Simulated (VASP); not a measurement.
# SiC (P6_3mc) in VASP: further runs

Aim: see how the results for SiC move with the level of theory and the settings. Levels: PBE, r2SCAN. Tasks: single point.

All numbers are computed with VASP 6.6.1; they aren't measurements. Logs are shortened: lines on timing, memory, paths and dates and some standing lists are left out, and cuts for length are marked.

## (1) The cell of the first run

The structure is hexagonal, space group P6_3mc (No. 186). Conventional cell: a = 3.079 Å, b = 3.079 Å, c = 20.139 Å, α = 90.00°, β = 90.00°, γ = 120.00°. Within 2.5 Å of Si (site symmetry 3m) lie 4 C at 1.88 to 1.89 Å. Within 2.5 Å of Si (site symmetry 3m) lie 4 C at 1.88 to 1.89 Å. Within 2.5 Å of Si (site symmetry 3m) lie 4 C at 1.89 Å. Within 2.5 Å of Si (site symmetry 3m) lie 4 C at 1.89 Å. Within 2.5 Å of C (site symmetry 3m) lie 4 Si at 1.88 to 1.89 Å. Within 2.5 Å of C (site symmetry 3m) lie 4 Si at 1.89 Å. Within 2.5 Å of C (site symmetry 3m) lie 4 Si at 1.88 to 1.89 Å. Within 2.5 Å of C (site symmetry 3m) lie 4 Si at 1.89 Å.

## (2) Single point, PBE

Contents of INCAR:

```
PREC = Accurate
ENCUT = 520
EDIFF = 1E-7
ISMEAR = -1
SIGMA = 0.02
LREAL = Auto
LASPH = T
NELM = 60
ALGO = Normal
ISIF = 2
LWAVE = F
LCHARG = F
GGA = PE
NBANDS = 46
```

Contents of KPOINTS:

```
Automatic mesh
0
Gamma
  12 12 2
```

Contents of POSCAR:

```
SiC
1.0
    3.0788102666      0.0000000000      0.0000000000
   -1.5394051333      2.6663279043      0.0000000000
    0.0000000000      0.0000000000     20.1386792686
Si C
8 8
Direct
    0.3333333333      0.6666666667      0.8751930594
    0.3333333333      0.6666666667      0.6249931379
    0.0000000000      0.0000000000      0.0000980143
    0.6666666667      0.3333333333      0.7501102221
    0.6666666667      0.3333333333      0.3751930594
    0.3333333333      0.6666666667      0.2501102221
    0.0000000000      0.0000000000      0.5000980143
    0.6666666667      0.3333333333      0.1249931379
    0.3333333333      0.6666666667      0.3441190892
    0.6666666667      0.3333333333      0.2187161743
    0.6666666667      0.3333333333      0.8441190892
    0.0000000000      0.0000000000      0.5938518784
    0.3333333333      0.6666666667      0.9689204344
    0.0000000000      0.0000000000      0.0938518784
    0.3333333333      0.6666666667      0.7187161743
    0.6666666667      0.3333333333      0.4689204344
```

Potentials or basis: VASP PAW PBE potentials, release 64 (Si, C).

On the command line:

```
cat potpaw_PBE.64/Si/POTCAR potpaw_PBE.64/C/POTCAR > POTCAR
mpirun -np 1 vasp_std > vasp.out
```

OUTCAR:

```text
PREC = Accurate
   ENCUT = 520
   EDIFF = 1E-7
   ISMEAR = -1
   LREAL = Auto
   LASPH = T
   NELM = 60
   ISIF = 2
   GGA = PE

 ion  position               nearest neighbor table
   1  0.333  0.667  0.875-  11 1.88  11 1.88  11 1.88  13 1.89   3 3.08   3 3.08   3 3.08   4 3.08
                             4 3.08   4 3.08
   2  0.333  0.667  0.625-  12 1.88  12 1.88  12 1.88  15 1.89   7 3.08   7 3.08   7 3.08   4 3.08
                             4 3.08   4 3.08
   3  0.000  0.000  0.000-  13 1.89  13 1.89  13 1.89  14 1.89   8 3.08   8 3.08   8 3.08   1 3.08
                             1 3.08   1 3.08
   4  0.667  0.333  0.750-  15 1.89  15 1.89  15 1.89  11 1.89   1 3.08   1 3.08   1 3.08   2 3.08
                             2 3.08   2 3.08
   5  0.667  0.333  0.375-   9 1.88   9 1.88   9 1.88  16 1.89   7 3.08   7 3.08   7 3.08   6 3.08
                             6 3.08   6 3.08
   6  0.333  0.667  0.250-  10 1.89  10 1.89  10 1.89   9 1.89   5 3.08   5 3.08   5 3.08   8 3.08
                             8 3.08   8 3.08
   7  0.000  0.000  0.500-  16 1.89  16 1.89  16 1.89  12 1.89   2 3.08   2 3.08   2 3.08   5 3.08
                             5 3.08   5 3.08
   8  0.667  0.333  0.125-  14 1.88  14 1.88  14 1.88  10 1.89   3 3.08   3 3.08   3 3.08   6 3.08
                             6 3.08   6 3.08
   9  0.333  0.667  0.344-   5 1.88   5 1.88   5 1.88   6 1.89
  10  0.667  0.333  0.219-   6 1.89   6 1.89   6 1.89   8 1.89
  11  0.667  0.333  0.844-   1 1.88   1 1.88   1 1.88   4 1.89
  12  0.000  0.000  0.594-   2 1.88   2 1.88   2 1.88   7 1.89
  13  0.333  0.667  0.969-   3 1.89   3 1.89   3 1.89   1 1.89
  14  0.000  0.000  0.094-   8 1.88   8 1.88   8 1.88   3 1.89
  15  0.333  0.667  0.719-   4 1.89   4 1.89   4 1.89   2 1.89
  16  0.667  0.333  0.469-   7 1.89   7 1.89   7 1.89   5 1.89

  LATTYP: Found a hexagonal cell.
 ALAT       =     3.0788102666
 C/A-ratio  =     6.5410588912

  Lattice vectors:

 A1 = (   3.0788102666,   0.0000000000,   0.0000000000)
 A2 = (  -1.5394051333,   2.6663279043,   0.0000000000)
 A3 = (   0.0000000000,   0.0000000000,  20.1386792686)

Analysis of symmetry for initial positions (statically):
=====================================================================
 Subroutine PRICEL returns:
 Original cell was already a primitive cell.

 Routine SETGRP: Setting up the symmetry group for a
 hexagonal supercell.

 Subroutine GETGRP returns: Found 12 space group operations
 (whereof  6 operations were pure point group operations)
 out of a pool of 24 trial point group operations.

The static configuration has the point symmetry C_3v.
 The point group associated with its full space group is C_6v.

Analysis of symmetry for dynamics (positions and initial velocities):
=====================================================================
 Subroutine PRICEL returns:
 Original cell was already a primitive cell.

 Routine SETGRP: Setting up the symmetry group for a
 hexagonal supercell.

 Subroutine GETGRP returns: Found 12 space group operations
 (whereof  6 operations were pure point group operations)
 out of a pool of 24 trial point group operations.

The dynamic configuration has the point symmetry C_3v.
 The point group associated with its full space group is C_6v.

 Subroutine INISYM returns: Found 12 space group operations
 (whereof  6 operations are pure point group operations),
 and found     1 'primitive' translations

----------------------------------------------------------------------------------------

                                     Primitive cell

  volume of cell :     165.3208

  direct lattice vectors                    reciprocal lattice vectors
     3.078810267  0.000000000  0.000000000     0.324800788  0.187523822  0.000000000
    -1.539405133  2.666327904  0.000000000     0.000000000  0.375047645  0.000000000
     0.000000000  0.000000000 20.138679269     0.000000000  0.000000000  0.049655689

  length of vectors
     3.078810267  3.078810267 20.138679269     0.375047645  0.375047645  0.049655689

  position of ions in fractional coordinates (direct lattice)
     0.333333333  0.666666667  0.875193059
     0.333333333  0.666666667  0.624993138
     0.000000000  0.000000000  0.000098014
     0.666666667  0.333333333  0.750110222
     0.666666667  0.333333333  0.375193059
     0.333333333  0.666666667  0.250110222
[... 8 lines left out ...]
     0.333333333  0.666666667  0.718716174
     0.666666667  0.333333333  0.468920434

  ion indices of the primitive-cell ions
   primitive index   ion index
                 1           1
                 2           2
                 3           3
                 4           4
                 5           5
                 6           6
[... 8 lines left out ...]
                15          15
                16          16

----------------------------------------------------------------------------------------

 KPOINTS: Automatic mesh

Automatic generation of k-mesh.
 Grid dimensions read from file:
 generate k-points for:   12   12    2

 Generating k-lattice:

  Cartesian coordinates                     Fractional coordinates (reciprocal lattice)
     0.027066732  0.015626985  0.000000000     0.083333333  0.000000000  0.000000000
     0.000000000  0.031253970  0.000000000     0.000000000  0.083333333  0.000000000
     0.000000000  0.000000000  0.024827845     0.000000000  0.000000000  0.500000000

  Length of vectors
     0.031253970  0.031253970  0.024827845

  Shift w.r.t. Gamma in fractional coordinates (k-lattice)
     0.000000000  0.000000000  0.000000000

 Subroutine IBZKPT returns following result:
 ===========================================

 Found     38 irreducible k-points:

 Following reciprocal coordinates:
            Coordinates               Weight
  0.000000  0.000000  0.000000      1.000000
  0.083333 -0.000000  0.000000      6.000000
  0.166667 -0.000000  0.000000      6.000000
  0.250000 -0.000000  0.000000      6.000000
  0.333333 -0.000000  0.000000      6.000000
  0.416667 -0.000000  0.000000      6.000000
[... 16 lines left out ...]
  0.250000 -0.000000  0.500000      6.000000
  0.333333 -0.000000  0.500000      6.000000
 [... further k-points ...]
   k-points           NKPTS =     38   k-points in BZ     NKDIM =     38   number of bands    NBANDS=     46
   number of dos      NEDOS =    301   number of ions     NIONS =     16
   total plane-waves  NPLWV =  86400
   dimension x,y,z NGX =    24 NGY =   24 NGZ =  150
   dimension x,y,z NGXF=    48 NGYF=   48 NGZF=  300
   ions per type =               8   8
   NGX,Y,Z   is equivalent  to a cutoff of  12.96, 12.96, 12.38 a.u.
   NGXF,Y,Z  is equivalent  to a cutoff of  25.92, 25.92, 24.77 a.u.
 SYSTEM =  unknown system
   PREC   = accura    normal or accurate (medium, high low for compatibility)
   ISTART =      0    job   : 0-new  1-cont  2-samecut
   ICHARG =      2    charge: 1-file 2-atom 10-const
   ISPIN  =      1    spin polarized calculation?
   LNONCOLLINEAR =      F non collinear calculations
   LSORBIT =      F    spin-orbit coupling
   LASPH  =      T    aspherical Exc in radial PAW
   ENCUT  =  520.0 eV  38.22 Ry    6.18 a.u.   5.72  5.72 37.44*2*pi/ulx,y,z
   NELM   =     60;   NELMIN=  2; NELMDL= -5     # of ELM steps
   EDIFF  = 0.1E-06   stopping-criterion for ELM
   LREAL  =      T    real-space projection
   EDIFFG = 0.1E-05   stopping-criterion for IOM
   NSW    =      0    number of steps for IOM
   IBRION =     -1    ionic relax: 0-MD 1-quasi-New 2-CG
   NFREE  =      0    steps in history (QN), initial steepest desc. (CG)
   ISIF   =      2    stress and relaxation
   ISYM   =      2    0-nonsym 1-usesym 2-fastsym
   POTIM  = 0.5000    time-step for ionic-motion
   TEBEG  =    0.0;   TEEND  =   0.0 temperature during run
   PSTRESS=    0.0 pullay stress
   NELECT =      64.0000    total number of electrons
   NUPDOWN=      -1.0000    fix difference up-down
   EMIN   =  10.00;   EMAX   =-10.00  energy-range for DOS
   EFERMI =   0.00;   METHOD = LEGACY
   ISMEAR =    -1;   SIGMA  =   0.02  broadening in eV -4-tet -1-fermi 0-gaus
   EFERMI_NEDOS =   21; number of points for ismear=-14 and -15
   IALGO  =     38    algorithm
   IMIX   =      4    mixing-type and parameters
     AMIX     =   0.40;   BMIX     =  1.00
     AMIX_MAG =   1.60;   BMIX_MAG =  1.00
  volume/ion in A,a.u.               =      10.33        69.73
  Fermi-wavevector in a.u.,A,eV,Ry     =   1.193143  2.254712 19.369106  1.423589
  Thomas-Fermi vector in A             =   2.329164
   LORBIT       =      0    0 simple, 1 ext, 2 COOP (PROOUT), +10 PAW based schemes
   GGA     = PE    functional components
   LHFCALC =     F    Hartree Fock is set to
   AEXX    =    0.0000 exact exchange contribution
   IVDW    =     0    specifies the selected vdW correction
   LEPSILON=     F    determine dielectric tensor
   LRPA    =     F    only Hartree local field effects (RPA)
 non-spin polarized calculation
  energy-cutoff  :      520.00
  volume of cell :      165.32
 maximum number of plane-waves:      4484
 NGX is ok and might be reduce to    24
   NGX = 11   NGY = 11   NGZ = 75

 number of electron      63.9999998 magnetization

 Free energy of the ion-electron system (eV)
  ---------------------------------------------------
  ext. energy  EPLUGINS =         0.00000000
  ---------------------------------------------------
  free energy    TOTEN  =      -120.47457325 eV

  energy without entropy =     -120.47457325  energy(sigma->0) =     -120.47457325

 E-fermi :   8.5967     XC(G=0): -11.3606

 val. band max:        8.1577198085   @ k =   0.0000   0.0000   0.0000
 cond. band min:       9.9256205311   @ k =   0.5000  -0.0000   0.0000
 fundamental gap:      1.7679007227
 Fermi energy:         8.5966861907

 k-point     1 :       0.0000    0.0000    0.0000
  band No.  band energies     occupation
      1      -7.2980      2.00000
      2      -7.0112      2.00000
      3      -6.9744      2.00000
      4      -6.1101      2.00000
      5      -6.0920      2.00000
      6      -4.7605      2.00000
[... 36 lines left out ...]
     43      15.1728      0.00000
     44      15.1728      0.00000
[... 1040 lines left out ...]
      4      -4.8081      2.00000
      5      -3.7764      2.00000
      6      -3.7764      2.00000
[... 36 lines left out ...]
     43      14.9621      0.00000
     44      14.9621      0.00000

 [... further k-points ...]

 [bands above 44 left out]

------------------------ aborting loop because EDIFF is reached ----------------------------------------

  FORCE on cell =-STRESS in cart. coord.  units (eV):
  Direction    XX          YY          ZZ          XY          YZ          ZX
  --------------------------------------------------------------------------------------
  -------------------------------------------------------------------------------------
  Total        3.6366326      3.6366326      3.4846105      0.0000000      0.0000000      0.0000000
  in kB       35.2437850     35.2437850     33.7704892      0.0000000      0.0000000      0.0000000
  external PRESSURE =      34.7526864 kB  Pullay stress =       0.0000000 kB

 VOLUME and BASIS-vectors are now :
 -----------------------------------------------------------------------------
  energy-cutoff  :      520.00
  volume of cell :      165.32
      direct lattice vectors                 reciprocal lattice vectors
     3.078810267  0.000000000  0.000000000     0.324800788  0.187523822  0.000000000
    -1.539405133  2.666327904  0.000000000     0.000000000  0.375047645  0.000000000
     0.000000000  0.000000000 20.138679269     0.000000000  0.000000000  0.049655689

 POSITION                                       TOTAL-FORCE (eV/Angst)
 -----------------------------------------------------------------------------------
     -0.00000      1.77755     17.62523         0.000000     -0.000000     -0.001615
     -0.00000      1.77755     12.58654         0.000000      0.000000     -0.002547
      0.00000      0.00000      0.00197         0.000000     -0.000000     -0.001873
      1.53941      0.88878     15.10623         0.000000     -0.000000     -0.003100
      1.53941      0.88878      7.55589        -0.000000      0.000000     -0.001615
     -0.00000      1.77755      5.03689        -0.000000      0.000000     -0.003100
[... 8 lines left out ...]
     -0.00000      1.77755     14.47399        -0.000000     -0.000000      0.019053
      1.53941      0.88878      9.44344        -0.000000      0.000000     -0.004317
 -----------------------------------------------------------------------------------
    total drift:                                0.000000      0.000000      0.017970

  FREE ENERGIE OF THE ION-ELECTRON SYSTEM (eV)
  ---------------------------------------------------
  free  energy   TOTEN  =      -120.4745732502 eV

  energy  without entropy=     -120.4745732502  energy(sigma->0) =     -120.47457325
```

Run time: 4.8 min. Hardware: 1 thread of AMD EPYC 9R45 (Zen 5), shared host; peak memory 0.34 GiB.

What came out:

```yaml
Free_energy: -120.4746 eV
Pressure: 3.5 GPa
Largest_force: 0.019 eV/Å
Band_gap_on_the_k_mesh: 1.77 eV (least direct gap 2.86 eV)
```

Forces in eV/Å, atoms in the order of the input:
```
Si   0.000  0.000 -0.002
Si   0.000  0.000 -0.003
Si   0.000  0.000 -0.002
Si   0.000  0.000 -0.003
Si   0.000  0.000 -0.002
Si   0.000  0.000 -0.003
Si   0.000  0.000 -0.002
Si   0.000  0.000 -0.003
C    0.000  0.000 -0.009
C    0.000  0.000  0.019
C    0.000  0.000 -0.009
C    0.000  0.000  0.004
C    0.000  0.000 -0.004
C    0.000  0.000  0.004
C    0.000  0.000  0.019
C    0.000  0.000 -0.004
```

Levels at points of the mesh, in eV from the valence-band top:
```tsv
k point	band 29	band 30	band 31	band 32	band 33	band 34	band 35	band 36
(0.00, 0.00, 0.00)	-0.18	-0.03	0.00	0.00	5.23	5.29	5.62	5.88
(0.50, 0.00, 0.00)	-1.54	-1.50	-1.41	-1.09	1.77	1.96	2.86	3.11
(0.00, 0.00, 0.50)	-0.05	-0.05	-0.05	-0.05	5.25	5.25	5.72	5.72
(0.50, 0.00, 0.50)	-1.63	-1.63	-1.21	-1.21	1.89	1.89	2.91	2.91
```

Caveat: the cell stands under pressure.

## (3) Single point, r2SCAN

POSCAR is that of step 2.

Contents of INCAR.step1:

```
SYSTEM = SiC
PREC     = Accurate       ! precision mode
ENCUT    = 520            ! plane-wave cutoff, eV
ISMEAR   = 0              ! smearing method
SIGMA    = 0.01           ! smearing width, eV
LREAL    = Auto         
LASPH    = .True.         ! aspherical terms in the spheres
NELM     = 80             ! most SCF steps
NBANDS   = 46             ! bands
GGA      = PE             ! functional
ALGO     = Normal         ! electronic algorithm
EDIFF    = 1E-4           ! SCF threshold, eV
LWAVE    = .True.         ! write WAVECAR
LCHARG   = .False.        ! write CHGCAR
```

Contents of INCAR.step2:

```
SYSTEM = SiC
PREC     = Accurate       ! precision mode
ENCUT    = 520            ! plane-wave cutoff, eV
EDIFF    = 1E-6           ! SCF threshold, eV
ISMEAR   = 0              ! smearing method
SIGMA    = 0.01           ! smearing width, eV
LREAL    = Auto         
LASPH    = .True.         ! aspherical terms in the spheres
NELM     = 80             ! most SCF steps
ALGO     = Normal         ! electronic algorithm
ISIF     = 2              ! what is computed and relaxed
LWAVE    = .False.        ! write WAVECAR
LCHARG   = .False.        ! write CHGCAR
METAGGA  = R2SCAN         ! meta-GGA
LMIXTAU  = .True.       
NBANDS   = 46             ! bands
ISTART   = 1
```

Contents of KPOINTS:

```
Automatic mesh
0
Gamma
  12 12 2
  0 0 0
```

Potentials or basis: VASP PAW PBE potentials, release 64 (Si, C).

On the command line:

```
cat potpaw_PBE.64/Si/POTCAR potpaw_PBE.64/C/POTCAR > POTCAR
cp INCAR.step1 INCAR
mpirun -np 1 vasp_std > vasp.out
cp INCAR.step2 INCAR
mpirun -np 1 vasp_std > vasp.out
```

Wall time 18 min (1 thread of AMD EPYC 9R45 (Zen 5), shared host); peak memory 0.36 GiB.

It converged, with:

```
Free energy            : -154.6261 eV
Pressure               : -0.2 GPa
Largest force          : 0.014 eV/Å
Band gap on the k mesh : 2.14 eV (least direct gap 3.29 eV)
```

Forces on the atoms (eV/Å):
```
Si   0.000  0.000  0.001
Si   0.000  0.000 -0.001
Si   0.000  0.000 -0.003
Si   0.000  0.000 -0.006
Si   0.000  0.000  0.001
Si   0.000  0.000 -0.006
Si   0.000  0.000 -0.003
Si   0.000  0.000 -0.001
C    0.000  0.000 -0.006
C    0.000  0.000  0.014
C    0.000  0.000 -0.006
C    0.000  0.000  0.004
C    0.000  0.000 -0.002
C    0.000  0.000  0.004
C    0.000  0.000  0.014
C    0.000  0.000 -0.002
```

Stress tensor (GPa, compression positive):
```
-0.13  0.00  0.00
 0.00 -0.13  0.00
 0.00  0.00 -0.23
```

Levels at points of the mesh, in eV from the valence-band top:
```
           k point  band 28  band 29  band 30  band 31  band 32  band 33  band 34  band 35  band 36  band 37
(0.00, 0.00, 0.00)    -0.18    -0.18    -0.03     0.00     0.00     5.79     5.86     6.18     6.45     6.66
(0.50, 0.00, 0.00)    -1.86    -1.61    -1.58    -1.47    -1.15     2.14     2.35     3.29     3.53     4.33
(0.00, 0.00, 0.50)    -0.43    -0.06    -0.06    -0.06    -0.06     5.82     5.82     6.29     6.29     6.87
(0.50, 0.00, 0.50)    -2.02    -1.69    -1.69    -1.27    -1.27     2.27     2.27     3.34     3.34     4.70
```

Caveat: the PAW data sets were made with another functional, which shifts forces and pressure a little. A k mesh can miss the band edges.
